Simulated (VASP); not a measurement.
# TlRe3 (Pm-3m) in VASP: further runs

Runs on TlRe3. Level: PBE. Tasks: single point, relaxation of cell and atoms.

Everything below comes from runs of VASP 6.6.1. Logs are shortened: lines on timing, memory, paths and dates and some standing lists are left out, and cuts for length are marked.

### Step 1. The cell of the first run

It takes space group Pm-3m (No. 221, cubic). The conventional cell has a = 4.039 Å, b = 4.039 Å, c = 4.039 Å, α = 90.00°, β = 90.00°, γ = 90.00°. Within 3.8 Å of Tl (site symmetry m-3m) lie 12 Re at 2.86 Å. Re (site symmetry 4/mmm) has 4 Tl at 2.86 Å and 8 Re at 2.86 Å within 3.8 Å.

### Step 2. Single point, PBE

File INCAR:

```
SYSTEM = TlRe3
PREC     = Accurate       ! precision mode
ENCUT    = 520            ! plane-wave cutoff, eV
EDIFF    = 1E-6           ! SCF threshold, eV
ISMEAR   = 0              ! smearing method
SIGMA    = 0.1            ! smearing width, eV
LREAL    = .False.        ! projectors in reciprocal space
LASPH    = .True.         ! aspherical terms in the spheres
NELM     = 60             ! most SCF steps
ALGO     = Fast           ! electronic algorithm
ISIF     = 2              ! what is computed and relaxed
LWAVE    = .False.        ! write WAVECAR
LCHARG   = .False.        ! write CHGCAR
GGA      = PE             ! functional
NBANDS   = 25             ! bands
```

File KPOINTS:

```
regular mesh
0
Gamma
  12 12 12
  0 0 0
```

File POSCAR:

```
TlRe3
1.0
    4.0393064572      0.0000000000      0.0000000000
    0.0000000000      4.0393064572      0.0000000000
    0.0000000000      0.0000000000      4.0393064572
Tl Re
1 3
Direct
    0.0000000000      0.0000000000      0.0000000000
    0.0000000000      0.5000000000      0.5000000000
    0.5000000000      0.0000000000      0.5000000000
    0.5000000000      0.5000000000      0.0000000000
```

Potentials or basis: VASP PAW PBE potentials, release 64 (Tl_d, Re).

On the command line:

```sh
cat potpaw_PBE.64/Tl_d/POTCAR potpaw_PBE.64/Re/POTCAR > POTCAR
mpirun -np 1 vasp_std > vasp.out
```

OUTCAR:

```text
SYSTEM = TlRe3
   PREC = Accurate
   ENCUT = 520
   EDIFF = 1E-6
   ISMEAR = 0
   LREAL = .False.
   LASPH = .True.
   NELM = 60
   ISIF = 2
   GGA = PE

 ion  position               nearest neighbor table
   1  0.000  0.000  0.000-   2 2.86   3 2.86   4 2.86   2 2.86   3 2.86   2 2.86   4 2.86   2 2.86
                             3 2.86   4 2.86   3 2.86   4 2.86
   2  0.000  0.500  0.500-   1 2.86   3 2.86   4 2.86   1 2.86   4 2.86   1 2.86   3 2.86   1 2.86
                             3 2.86   4 2.86   4 2.86   3 2.86
   3  0.500  0.000  0.500-   1 2.86   2 2.86   4 2.86   1 2.86   4 2.86   2 2.86   4 2.86   4 2.86
                             1 2.86   2 2.86   1 2.86   2 2.86
   4  0.500  0.500  0.000-   1 2.86   2 2.86   3 2.86   2 2.86   3 2.86   1 2.86   3 2.86   3 2.86
                             1 2.86   2 2.86   2 2.86   1 2.86

  LATTYP: Found a simple cubic cell.
 ALAT       =     4.0393064572

  Lattice vectors:

 A1 = (   4.0393064572,   0.0000000000,   0.0000000000)
 A2 = (   0.0000000000,   4.0393064572,   0.0000000000)
 A3 = (   0.0000000000,   0.0000000000,   4.0393064572)

Analysis of symmetry for initial positions (statically):
=====================================================================
 Subroutine PRICEL returns:
 Original cell was already a primitive cell.

 Routine SETGRP: Setting up the symmetry group for a
 simple cubic supercell.

 Subroutine GETGRP returns: Found 48 space group operations
 (whereof 48 operations were pure point group operations)
 out of a pool of 48 trial point group operations.

The static configuration has the point symmetry O_h .

Analysis of symmetry for dynamics (positions and initial velocities):
=====================================================================
 Subroutine PRICEL returns:
 Original cell was already a primitive cell.

 Routine SETGRP: Setting up the symmetry group for a
 simple cubic supercell.

 Subroutine GETGRP returns: Found 48 space group operations
 (whereof 48 operations were pure point group operations)
 out of a pool of 48 trial point group operations.

The dynamic configuration has the point symmetry O_h .

 Subroutine INISYM returns: Found 48 space group operations
 (whereof 48 operations are pure point group operations),
 and found     1 'primitive' translations

----------------------------------------------------------------------------------------

                                     Primitive cell

  volume of cell :      65.9053

  direct lattice vectors                    reciprocal lattice vectors
     4.039306457  0.000000000  0.000000000     0.247567252  0.000000000  0.000000000
     0.000000000  4.039306457  0.000000000     0.000000000  0.247567252  0.000000000
     0.000000000  0.000000000  4.039306457     0.000000000  0.000000000  0.247567252

  length of vectors
     4.039306457  4.039306457  4.039306457     0.247567252  0.247567252  0.247567252

  position of ions in fractional coordinates (direct lattice)
     0.000000000  0.000000000  0.000000000
     0.000000000  0.500000000  0.500000000
     0.500000000  0.000000000  0.500000000
     0.500000000  0.500000000  0.000000000

  ion indices of the primitive-cell ions
   primitive index   ion index
                 1           1
                 2           2
                 3           3
                 4           4

----------------------------------------------------------------------------------------

 KPOINTS: regular mesh

Automatic generation of k-mesh.
 Grid dimensions read from file:
 generate k-points for:   12   12   12

 Generating k-lattice:

  Cartesian coordinates                     Fractional coordinates (reciprocal lattice)
     0.020630604  0.000000000  0.000000000     0.083333333  0.000000000  0.000000000
     0.000000000  0.020630604  0.000000000     0.000000000  0.083333333  0.000000000
     0.000000000  0.000000000  0.020630604     0.000000000  0.000000000  0.083333333

  Length of vectors
     0.020630604  0.020630604  0.020630604

  Shift w.r.t. Gamma in fractional coordinates (k-lattice)
     0.000000000  0.000000000  0.000000000

 Subroutine IBZKPT returns following result:
 ===========================================

 Found     84 irreducible k-points:

 Following reciprocal coordinates:
            Coordinates               Weight
  0.000000  0.000000  0.000000      1.000000
  0.083333  0.000000  0.000000      6.000000
  0.166667  0.000000  0.000000      6.000000
  0.250000  0.000000  0.000000      6.000000
  0.333333  0.000000  0.000000      6.000000
  0.416667  0.000000  0.000000      6.000000
[... 16 lines left out ...]
  0.333333  0.333333  0.000000     12.000000
  0.416667  0.333333  0.000000     24.000000
 [... further k-points ...]
   k-points           NKPTS =     84   k-points in BZ     NKDIM =     84   number of bands    NBANDS=     25
   number of dos      NEDOS =    301   number of ions     NIONS =      4
   total plane-waves  NPLWV =  27000
   dimension x,y,z NGX =    30 NGY =   30 NGZ =   30
   dimension x,y,z NGXF=    60 NGYF=   60 NGZF=   60
   ions per type =               1   3
   NGX,Y,Z   is equivalent  to a cutoff of  12.35, 12.35, 12.35 a.u.
   NGXF,Y,Z  is equivalent  to a cutoff of  24.69, 24.69, 24.69 a.u.
 SYSTEM =  TlRe3
   PREC   = accura    normal or accurate (medium, high low for compatibility)
   ISTART =      0    job   : 0-new  1-cont  2-samecut
   ICHARG =      2    charge: 1-file 2-atom 10-const
   ISPIN  =      1    spin polarized calculation?
   LNONCOLLINEAR =      F non collinear calculations
   LSORBIT =      F    spin-orbit coupling
   LASPH  =      T    aspherical Exc in radial PAW
   ENCUT  =  520.0 eV  38.22 Ry    6.18 a.u.   7.51  7.51  7.51*2*pi/ulx,y,z
   NELM   =     60;   NELMIN=  2; NELMDL= -5     # of ELM steps
   EDIFF  = 0.1E-05   stopping-criterion for ELM
   LREAL  =      F    real-space projection
   EDIFFG = 0.1E-04   stopping-criterion for IOM
   NSW    =      0    number of steps for IOM
   IBRION =     -1    ionic relax: 0-MD 1-quasi-New 2-CG
   NFREE  =      0    steps in history (QN), initial steepest desc. (CG)
   ISIF   =      2    stress and relaxation
   ISYM   =      2    0-nonsym 1-usesym 2-fastsym
   POTIM  = 0.5000    time-step for ionic-motion
   TEBEG  =    0.0;   TEEND  =   0.0 temperature during run
   PSTRESS=    0.0 pullay stress
   NELECT =      34.0000    total number of electrons
   NUPDOWN=      -1.0000    fix difference up-down
   EMIN   =  10.00;   EMAX   =-10.00  energy-range for DOS
   EFERMI =   0.00;   METHOD = LEGACY
   ISMEAR =     0;   SIGMA  =   0.10  broadening in eV -4-tet -1-fermi 0-gaus
   EFERMI_NEDOS =   21; number of points for ismear=-14 and -15
   IALGO  =     68    algorithm
   IMIX   =      4    mixing-type and parameters
     AMIX     =   0.40;   BMIX     =  1.00
     AMIX_MAG =   1.60;   BMIX_MAG =  1.00
  volume/ion in A,a.u.               =      16.48       111.19
  Fermi-wavevector in a.u.,A,eV,Ry     =   1.312989  2.481189 23.455620  1.723939
  Thomas-Fermi vector in A             =   2.443343
   LORBIT       =      0    0 simple, 1 ext, 2 COOP (PROOUT), +10 PAW based schemes
   GGA     = PE    functional components
   LHFCALC =     F    Hartree Fock is set to
   AEXX    =    0.0000 exact exchange contribution
   IVDW    =     0    specifies the selected vdW correction
   LEPSILON=     F    determine dielectric tensor
   LRPA    =     F    only Hartree local field effects (RPA)
 non-spin polarized calculation
 RMM-DIIS sequential band-by-band and
 Gauss-broadening in eV      SIGMA  =   0.10
  energy-cutoff  :      520.00
  volume of cell :       65.91
 maximum number of plane-waves:      1800
   NGX = 15   NGY = 15   NGZ = 15

 number of electron      34.0000002 magnetization

 Free energy of the ion-electron system (eV)
  ---------------------------------------------------
  ext. energy  EPLUGINS =         0.00000000
  ---------------------------------------------------
  free energy    TOTEN  =       -35.10492262 eV

  energy without entropy =      -35.07105193  energy(sigma->0) =      -35.08798727

 E-fermi :   8.9672     XC(G=0): -13.1339

 val. band max:        8.9592345138   @ k =   0.2500   0.1667   0.0000
 cond. band min:       8.9691666789   @ k =   0.0833   0.0833   0.0000
 fundamental gap:      0.0099321650
 Fermi energy:         8.9671829297

 k-point     1 :       0.0000    0.0000    0.0000
  band No.  band energies     occupation
      1      -3.7193      2.00000
      2      -3.7193      2.00000
      3      -3.5713      2.00000
      4      -3.5713      2.00000
      5      -3.5713      2.00000
      6      -2.6760      2.00000
[... 17 lines left out ...]
     24      12.4666      0.00000
     25      13.7625      0.00000

 k-point     2 :       0.0833    0.0000    0.0000
  band No.  band energies     occupation
      1      -3.7069      2.00000
      2      -3.6986      2.00000
      3      -3.5682      2.00000
      4      -3.5597      2.00000
      5      -3.5597      2.00000
      6      -2.5904      2.00000
[... 17 lines left out ...]
     24      12.4670      0.00000
     25      13.9003      0.00000

 k-point     3 :       0.1667    0.0000    0.0000
  band No.  band energies     occupation
      1      -3.6729      2.00000
      2      -3.6428      2.00000
      3      -3.5594      2.00000
      4      -3.5274      2.00000
      5      -3.5274      2.00000
      6      -2.3341      2.00000
[... 17 lines left out ...]
     24      12.5346      0.00000
     25      13.7843      0.00000

 k-point     4 :       0.2500    0.0000    0.0000
  band No.  band energies     occupation
      1      -3.6264      2.00000
      2      -3.5681      2.00000
      3      -3.5474      2.00000
      4      -3.4824      2.00000
      5      -3.4824      2.00000
      6      -1.9136      2.00000
[... 17 lines left out ...]
     24      13.1105      0.00000
     25      13.2654      0.00000
[... 477 lines left out ...]
 k-point    22 :       0.5000    0.2500    0.0000
  band No.  band energies     occupation
      1      -3.5115      2.00000
      2      -3.4631      2.00000
      3      -3.4590      2.00000
      4      -3.3906      2.00000
      5      -3.3006      2.00000
      6      -0.0125      2.00000
[... 17 lines left out ...]
     24      13.4123      0.00000
     25      15.5751      0.00000

 k-point    23 :       0.3333    0.3333    0.0000
  band No.  band energies     occupation
      1      -3.5575      2.00000
      2      -3.4483      2.00000
      3      -3.4357      2.00000
      4      -3.4213      2.00000
      5      -3.3033      2.00000
      6      -0.3621      2.00000
[... 17 lines left out ...]
     24      13.0249      0.00000
     25      16.1477      0.00000

 k-point    24 :       0.4167    0.3333    0.0000
  band No.  band energies     occupation
      1      -3.5649      2.00000
      2      -3.4397      2.00000
      3      -3.4273      2.00000
      4      -3.4007      2.00000
      5      -3.2534      2.00000
      6       0.0307      2.00000
[... 17 lines left out ...]
     24      13.0824      0.00000
     25      15.6595      0.00000

 [... further k-points ...]
[... 5 lines left out ...]
  --------------------------------------------------------------------------------------
  -------------------------------------------------------------------------------------
  Total       -0.0661730     -0.0661730     -0.0661730      0.0000000      0.0000000     -0.0000000
  in kB       -1.6086839     -1.6086839     -1.6086839      0.0000000      0.0000000     -0.0000000
  external PRESSURE =      -1.6086839 kB  Pullay stress =       0.0000000 kB

 VOLUME and BASIS-vectors are now :
 -----------------------------------------------------------------------------
  energy-cutoff  :      520.00
  volume of cell :       65.91
      direct lattice vectors                 reciprocal lattice vectors
     4.039306457  0.000000000  0.000000000     0.247567252  0.000000000  0.000000000
     0.000000000  4.039306457  0.000000000     0.000000000  0.247567252  0.000000000
     0.000000000  0.000000000  4.039306457     0.000000000  0.000000000  0.247567252

 POSITION                                       TOTAL-FORCE (eV/Angst)
 -----------------------------------------------------------------------------------
      0.00000      0.00000      0.00000         0.000000      0.000000      0.000000
      0.00000      2.01965      2.01965         0.000000      0.000000      0.000000
      2.01965      0.00000      2.01965         0.000000      0.000000      0.000000
      2.01965      2.01965      0.00000         0.000000      0.000000      0.000000
 -----------------------------------------------------------------------------------
    total drift:                                0.000000      0.000000     -0.000000

  FREE ENERGIE OF THE ION-ELECTRON SYSTEM (eV)
  ---------------------------------------------------
  free  energy   TOTEN  =       -35.1049226177 eV

  energy  without entropy=      -35.0710519268  energy(sigma->0) =      -35.08798727
```

Wall time 3.2 min (1 thread of Intel Xeon Platinum 8488C (Sapphire Rapids), shared host); peak memory 0.25 GiB.

What came out:

| Item | Value |
| --- | --- |
| Free energy | -35.1049 eV |
| Pressure | -0.2 GPa |
| Band gap on the k mesh | zero (band 17 reaches 9.94 eV, above the bottom of band 18 at 8.23 eV) |

Caveat: spin-orbit coupling is left out, which moves the levels of the heavy elements.

### Step 3. Relaxation of cell and atoms, PBE

File INCAR:

```
SYSTEM = TlRe3
PREC     = Accurate       ! precision mode
ENCUT    = 600            ! plane-wave cutoff, eV
EDIFF    = 1E-7           ! SCF threshold, eV
ISMEAR   = 0              ! smearing method
SIGMA    = 0.1            ! smearing width, eV
LREAL    = .FALSE.        ! projectors in reciprocal space
LASPH    = .TRUE.         ! aspherical terms in the spheres
NELM     = 80             ! most SCF steps
ALGO     = Fast           ! electronic algorithm
ISIF     = 3              ! what is computed and relaxed
LWAVE    = .FALSE.        ! write WAVECAR
LCHARG   = .FALSE.        ! write CHGCAR
GGA      = PE             ! functional
IBRION   = 2              ! ionic algorithm
NSW      = 100            ! ionic steps
EDIFFG   = -0.01          ! ionic threshold
```

File KPOINTS:

```
Automatic mesh
0
G
  12 12 12
  0 0 0
```

File POSCAR:

```
TlRe3
1.0
    4.0406962092      0.0000000000      0.0000000000
    0.0000000000      4.0406962092      0.0000000000
    0.0000000000      0.0000000000      4.0406962092
Tl Re
1 3
Direct
    0.0000000000      0.0000000000      0.0000000000
    0.0000000000      0.5000000000      0.5000000000
    0.5000000000      0.0000000000      0.5000000000
    0.5000000000      0.5000000000      0.0000000000
```

Potentials or basis: VASP PAW PBE potentials, release 64 (Tl_d, Re).

On the command line:

```sh
cat potpaw_PBE.64/Tl_d/POTCAR potpaw_PBE.64/Re/POTCAR > POTCAR
mpirun -np 1 vasp_std > vasp.out
```

Wall time 6.6 min (1 thread of Intel Xeon Platinum 8488C (Sapphire Rapids), shared host); peak memory 0.29 GiB.

It converged, with:

```
Free energy                            : -35.1077 eV
Relaxed volume                         : 16.47 Å³/atom
Relaxed cell                           : a = 4.039 Å, b = 4.039 Å, c = 4.039 Å, α = 90.00°, β = 90.00°, γ = 90.00°
Space group after relaxing (to 0.05 Å) : Pm-3m (No. 221)
Energy gained by relaxing              : 0.0 meV/atom
Ionic steps                            : 3
Pressure after relaxing                : 0.0 GPa
Band gap on the k mesh                 : zero (band 17 reaches 9.95 eV, above the bottom of band 18 at 8.23 eV)
```

Final structure:
```cif
data_structure
_symmetry_space_group_name_H-M 'P 1'
_symmetry_Int_Tables_number 1
_cell_length_a 4.0389
_cell_length_b 4.0389
_cell_length_c 4.0389
_cell_angle_alpha 90.000
_cell_angle_beta 90.000
_cell_angle_gamma 90.000
_cell_volume 65.88
loop_
_atom_site_label
_atom_site_type_symbol
_atom_site_fract_x
_atom_site_fract_y
_atom_site_fract_z
_atom_site_occupancy
Tl1 Tl 0.00000 0.00000 0.00000 1
Re1 Re 0.00000 0.50000 0.50000 1
Re2 Re 0.50000 0.00000 0.50000 1
Re3 Re 0.50000 0.50000 0.00000 1
```

Levels at points of the mesh, in eV from the Fermi level:
```
           k point  band 14  band 15  band 16  band 17  band 18  band 19  band 20  band 21
(0.00, 0.00, 0.00)    -0.01    -0.01    -0.01    -0.01    -0.01     1.59     1.59     2.72
(0.50, 0.00, 0.00)    -1.86    -1.83    -0.73    -0.66    -0.38    -0.31    -0.31     1.67
(0.50, 0.50, 0.00)    -1.65    -1.65    -0.81    -0.74    -0.74    -0.17     0.31     0.53
(0.50, 0.50, 0.50)    -2.28    -2.28    -0.26    -0.18    -0.18    -0.18     0.62     0.62
```

Caveat: spin-orbit coupling is left out, which moves the levels of the heavy elements.
